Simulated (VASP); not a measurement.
A run of VASP 6.6.1:

INCAR

```
SYSTEM = AlCu3
PREC = Accurate
ENCUT = 520
EDIFF = 1E-7
ISMEAR = 0
SIGMA = 0.1
LREAL = .FALSE.
LASPH = .TRUE.
NELM = 60
ALGO = Fast
ISIF = 2
LWAVE = .FALSE.
LCHARG = .FALSE.
GGA = PS
NBANDS = 46
```

File KPOINTS:

```
Automatic mesh
0
G
  12 12 8
  0 0 0
```

Contents of POSCAR:

```
AlCu3
1.0
    4.9339768339      0.0000000000      0.0000000000
   -2.4669884170      4.2729492799      0.0000000000
    0.0000000000      0.0000000000      4.0124792715
Al Cu
2 6
Direct
    0.6666666667      0.3333333333      0.2500000000
    0.3333333333      0.6666666667      0.7500000000
    0.3312586424      0.1656293212      0.7500000000
    0.8343706788      0.1656293212      0.7500000000
    0.8343706788      0.6687413576      0.7500000000
    0.6687413576      0.8343706788      0.2500000000
    0.1656293212      0.8343706788      0.2500000000
    0.1656293212      0.3312586424      0.2500000000
```

Potentials or basis: VASP PAW PBE potentials, release 64 (Al, Cu).

Run with:

```sh
$ cat potpaw_PBE.64/Al/POTCAR potpaw_PBE.64/Cu/POTCAR > POTCAR
$ mpirun -np 1 vasp_std > vasp.out
```

Hardware: 1 thread of Intel(R) Xeon(R) 6975P-C (Granite Rapids) (shared host).

Estimate the wall time of this run.

Run time: 5.2 min on 1 thread of Intel(R) Xeon(R) 6975P-C (Granite Rapids) (shared host), peak memory 0.4 GiB. Counts: scf iterations 22, k points 95.
